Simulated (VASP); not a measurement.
# P (P6_3/mmc) in VASP: further runs, part 2 of 2

VASP 6.6.1. The steps go on from the part before.

### 5 Single point, PBE (volume scaled by 0.96)

The input, INCAR:

```
SYSTEM = P
ALGO     = Normal         ! electronic algorithm
EDIFF    = 1E-6           ! SCF threshold, eV
ENCUT    = 520            ! plane-wave cutoff, eV
GGA      = PE             ! functional
ISIF     = 2              ! what is computed and relaxed
ISMEAR   = -1             ! smearing method
LASPH    = .True.         ! aspherical terms in the spheres
LCHARG   = .False.        ! write CHGCAR
LREAL    = .False.        ! projectors in reciprocal space
LWAVE    = .False.        ! write WAVECAR
NBANDS   = 18             ! bands
NELM     = 60             ! most SCF steps
PREC     = Accurate       ! precision mode
SIGMA    = 0.1            ! smearing width, eV
```

The input, KPOINTS:

```
k-points
0
Gamma
  15 15 4
  0 0 0
```

The input, POSCAR:

```
P
1.0
    2.5953256734      0.0000000000      0.0000000000
   -1.2976628367      2.2476179643      0.0000000000
    0.0000000000      0.0000000000      9.6904717410
P
4
Direct
    0.0000000000      1.0000000000      0.0000000000
    0.0000000000      1.0000000000      0.5000000000
    0.3333333333      0.6666666667      0.2500000000
    0.6666666667      0.3333333333      0.7500000000
```

Potentials or basis: VASP PAW PBE potentials, release 64 (P).

Command:

```console
> cat potpaw_PBE.64/P/POTCAR > POTCAR
> mpirun -np 1 vasp_std > vasp.out
```

OUTCAR:

```text
SYSTEM = P
   EDIFF = 1E-6
   ENCUT = 520
   GGA = PE
   ISIF = 2
   ISMEAR = -1
   LASPH = .True.
   LREAL = .False.
   NELM = 60
   PREC = Accurate

 ion  position               nearest neighbor table
   1  0.000  0.000  0.000-   3 2.85   4 2.85   4 2.85   3 2.85   4 2.85   3 2.85
   2  0.000  0.000  0.500-   3 2.85   4 2.85   4 2.85   3 2.85   4 2.85   3 2.85
   3  0.333  0.667  0.250-   1 2.85   2 2.85   1 2.85   2 2.85   1 2.85   2 2.85
   4  0.667  0.333  0.750-   1 2.85   2 2.85   1 2.85   2 2.85   1 2.85   2 2.85

  LATTYP: Found a hexagonal cell.
 ALAT       =     2.5953256734
 C/A-ratio  =     3.7338172393

  Lattice vectors:

 A1 = (   2.5953256734,   0.0000000000,   0.0000000000)
 A2 = (  -1.2976628367,   2.2476179643,   0.0000000000)
 A3 = (   0.0000000000,   0.0000000000,   9.6904717410)

Analysis of symmetry for initial positions (statically):
=====================================================================
 Subroutine PRICEL returns:
 Original cell was already a primitive cell.

 Routine SETGRP: Setting up the symmetry group for a
 hexagonal supercell.

 Subroutine GETGRP returns: Found 24 space group operations
 (whereof 12 operations were pure point group operations)
 out of a pool of 24 trial point group operations.

The static configuration has the point symmetry D_3d.
 The point group associated with its full space group is D_6h.

Analysis of symmetry for dynamics (positions and initial velocities):
=====================================================================
 Subroutine PRICEL returns:
 Original cell was already a primitive cell.

 Routine SETGRP: Setting up the symmetry group for a
 hexagonal supercell.

 Subroutine GETGRP returns: Found 24 space group operations
 (whereof 12 operations were pure point group operations)
 out of a pool of 24 trial point group operations.

The dynamic configuration has the point symmetry D_3d.
 The point group associated with its full space group is D_6h.

 Subroutine INISYM returns: Found 24 space group operations
[... 121 lines left out ...]
     AMIX_MAG =   1.60;   BMIX_MAG =  1.00
  volume/ion in A,a.u.               =      14.13        95.37
  Fermi-wavevector in a.u.,A,eV,Ry     =   1.157884  2.188084 18.241269  1.340695
  Thomas-Fermi vector in A             =   2.294491
   LORBIT       =      0    0 simple, 1 ext, 2 COOP (PROOUT), +10 PAW based schemes
   GGA     = PE    functional components
   LHFCALC =     F    Hartree Fock is set to
   AEXX    =    0.0000 exact exchange contribution
   IVDW    =     0    specifies the selected vdW correction
   LEPSILON=     F    determine dielectric tensor
   LRPA    =     F    only Hartree local field effects (RPA)
 non-spin polarized calculation
  energy-cutoff  :      520.00
  volume of cell :       56.53
 maximum number of plane-waves:      1560
 NGX is ok and might be reduce to    20
   NGX =  9   NGY =  9   NGZ = 37

 number of electron      19.9999996 magnetization

 Free energy of the ion-electron system (eV)
  ---------------------------------------------------
  ext. energy  EPLUGINS =         0.00000000
  ---------------------------------------------------
  free energy    TOTEN  =       -18.23514315 eV

  energy without entropy =      -18.16531583  energy(sigma->0) =      -18.20022949

 E-fermi :  10.1522     XC(G=0): -11.5904

 val. band max:       10.1438014624   @ k =   0.3333   0.1333   0.2500
 cond. band min:      10.1557254028   @ k =   0.4000   0.0000   0.0000
 fundamental gap:      0.0119239403
 Fermi energy:        10.1522178378

 k-point     1 :       0.0000    0.0000    0.0000
  band No.  band energies     occupation
      1      -6.5082      2.00000
      2      -5.1055      2.00000
      3      -5.0851      2.00000
      4      -2.2247      2.00000
      5       1.6548      2.00000
      6       7.2153      2.00000
[... 481 lines left out ...]
      5       3.0828      2.00000
      6       3.3443      2.00000
[... 10 lines left out ...]
     17      16.1001      0.00000
     18      17.0470      0.00000

 [... further k-points ...]

------------------------ aborting loop because EDIFF is reached ----------------------------------------

  FORCE on cell =-STRESS in cart. coord.  units (eV):
  Direction    XX          YY          ZZ          XY          YZ          ZX
  --------------------------------------------------------------------------------------
  -------------------------------------------------------------------------------------
  Total        1.3653906      1.3653906      1.0124078      0.0000000      0.0000000      0.0000000
  in kB       38.6997544     38.6997544     28.6950382      0.0000000      0.0000000      0.0000000
  external PRESSURE =      35.3648490 kB  Pullay stress =       0.0000000 kB

 VOLUME and BASIS-vectors are now :
 -----------------------------------------------------------------------------
  energy-cutoff  :      520.00
  volume of cell :       56.53
      direct lattice vectors                 reciprocal lattice vectors
     2.595325673  0.000000000  0.000000000     0.385308098  0.222457734  0.000000000
    -1.297662837  2.247617964  0.000000000     0.000000000  0.444915469  0.000000000
     0.000000000  0.000000000  9.690471741     0.000000000  0.000000000  0.103194151

 POSITION                                       TOTAL-FORCE (eV/Angst)
 -----------------------------------------------------------------------------------
      0.00000      0.00000      0.00000        -0.000000     -0.000000      0.000000
      0.00000      0.00000      4.84524         0.000000     -0.000000      0.000000
     -0.00000      1.49841      2.42262        -0.000000      0.000000      0.000000
      1.29766      0.74921      7.26785         0.000000     -0.000000     -0.000000
 -----------------------------------------------------------------------------------
    total drift:                                0.000000      0.000000     -0.000000

  FREE ENERGIE OF THE ION-ELECTRON SYSTEM (eV)
  ---------------------------------------------------
  free  energy   TOTEN  =       -18.2351431461 eV

  energy  without entropy=      -18.1653158251  energy(sigma->0) =      -18.20022949
```

OSZICAR:

```text
N       E                     dE             d eps       ncg     rms          rms(c)
DAV:   1     0.501324467028E+02    0.50132E+02   -0.87133E+03  2916   0.965E+02
DAV:   2    -0.154497604334E+02   -0.65582E+02   -0.62407E+02  3970   0.153E+02
DAV:   3    -0.182475601581E+02   -0.27978E+01   -0.27627E+01  3816   0.288E+01
DAV:   4    -0.182690720115E+02   -0.21512E-01   -0.21489E-01  3576   0.317E+00
DAV:   5    -0.182692435622E+02   -0.17155E-03   -0.17152E-03  3652   0.266E-01    0.876E+00
DAV:   6    -0.182446298441E+02    0.24614E-01   -0.16639E-02  3352   0.629E-01    0.510E+00
DAV:   7    -0.182351676772E+02    0.94622E-02   -0.28963E-02  3196   0.833E-01    0.202E-01
DAV:   8    -0.182351373980E+02    0.30279E-04   -0.10088E-03  3386   0.186E-01    0.111E-01
DAV:   9    -0.182351423393E+02   -0.49413E-05   -0.17838E-04  3476   0.735E-02    0.210E-02
DAV:  10    -0.182351431461E+02   -0.80679E-06   -0.80199E-06  3438   0.148E-02
   1 F= -.18235143E+02 E0= -.18200229E+02  d E =-.698273E-01
```

It took 22 s on 1 thread of Intel Xeon 6975P-C (Granite Rapids), shared host; peak memory 0.2 GiB.

What came out:

* Free energy: -18.2351 eV
* Pressure: 3.5 GPa
* Band gap on the k mesh: zero (band 10 reaches 17.24 eV, above the bottom of band 11 at 6.09 eV)

Stress tensor (GPa, compression positive):
```
3.87 0.00 0.00
0.00 3.87 0.00
0.00 0.00 2.87
```

### 6 Overview

```tsv
cell	k mesh	gap on the mesh (eV)	pressure (GPa)
a = 2.631, b = 2.631, c = 9.823 Å, angles 90.0, 90.0, 120.0°, 4 atoms	13 × 13 × 4	none	-0.2
a = 2.521, b = 2.521, c = 9.413 Å, angles 90.0, 90.0, 120.0°, 4 atoms	15 × 15 × 4	none	14.2
a = 2.559, b = 2.559, c = 9.554 Å, angles 90.0, 90.0, 120.0°, 4 atoms	15 × 15 × 4	none	8.4
a = 2.595, b = 2.595, c = 9.690 Å, angles 90.0, 90.0, 120.0°, 4 atoms	15 × 15 × 4	none	3.5
```

Alike in all rows: task single point; level PBE; potentials or basis VASP PAW PBE potentials, release 64 (P); no spin polarisation; cutoff (eV) 520; smearing fermi-dirac 0.1 eV.

Absolute energies hang on the potentials; compare differences alone.
